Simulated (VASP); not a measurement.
Here is a VASP 6.6.1 calculation.

The input INCAR:

```
SYSTEM = BeS
PREC = Accurate ; ENCUT = 600
EDIFF = 1E-6 ; ISMEAR = 0
SIGMA = 0.02 ; LREAL = .False.
LASPH = .True. ; NELM = 120
ALGO = Normal ; ISIF = 2
LWAVE = .False. ; LCHARG = .False.
NBANDS = 11 ; GGA_COMPAT = .False.
```

KPOINTS

```
regular mesh
0
Gamma
  8 8 8
  0 0 0
```

The input POSCAR:

```
BeS
1.0
    0.0000000000      2.3981955906      2.3981955906
    2.3981955906      0.0000000000      2.3981955906
    2.3981955906      2.3981955906      0.0000000000
Be S
1 1
Direct
    0.0000000000      0.0000000000      0.0000000000
    0.2500000000      0.2500000000      0.2500000000
```

Potentials or basis: VASP PAW LDA potentials, release 64 (Be, S).

The run is started by

```bash
$ cat potpaw_LDA.64/Be/POTCAR potpaw_LDA.64/S/POTCAR > POTCAR
$ mpirun -np 1 vasp_std > vasp.out
```

Question: Predict the pressure.

Answer: 0.1 GPa.

Question: Predict the band gap on the k mesh.

Answer: 2.83 eV, indirect (least direct gap 5.53 eV).

A k mesh can miss the band edges. Expect the measured gap to be larger: semilocal functionals such as LDA lack the derivative discontinuity.
